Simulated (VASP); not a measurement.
Here is a VASP 6.6.1 calculation.

File INCAR:

```
PREC = Accurate ; ENCUT = 600
EDIFF = 1E-7 ; ISMEAR = 0
SIGMA = 0.1 ; LREAL = False
LASPH = True ; NELM = 80
ALGO = Normal ; ISIF = 3
LWAVE = False ; LCHARG = False
GGA = PE ; IBRION = 2
NSW = 100 ; EDIFFG = -0.01
```

File KPOINTS:

```
Automatic mesh
0
Gamma
  12 12 4
```

File POSCAR:

```
Ga2BAs3
1.0
    3.8577884988      0.0000000000      0.0000000000
   -1.9288942494      3.3409428424      0.0000000000
    0.0000000000      0.0000000000      9.5017618585
Ga B As
2 1 3
Direct
    0.0000000000      0.0000000000      0.9886169605
    0.6666666667      0.3333333333      0.3445300682
    0.3333333333      0.6666666667      0.6608077746
    0.0000000000      0.0000000000      0.7277752284
    0.3333333333      0.6666666667      0.4419034590
    0.6666666667      0.3333333333      0.0863665093
```

Potentials or basis: VASP PAW PBE potentials, release 64 (Ga_d, B, As).

The run is started by

```sh
$ cat potpaw_PBE.64/Ga_d/POTCAR potpaw_PBE.64/B/POTCAR potpaw_PBE.64/As/POTCAR > POTCAR
$ mpirun -np 1 vasp_std > vasp.out
```

(1) Estimate the band gap on the k mesh.

(2) What does it give for the relaxed volume?

(3) Predict the relaxed cell.

## Answers

(1) zero (filled and empty bands touch).

(2) 20.41 Å³/atom.

(3) a = 3.851 Å, b = 3.851 Å, c = 9.532 Å, α = 90.00°, β = 90.00°, γ = 120.00°.

Caveat: semilocal functionals underestimate gaps, so a narrow gap can read as zero.
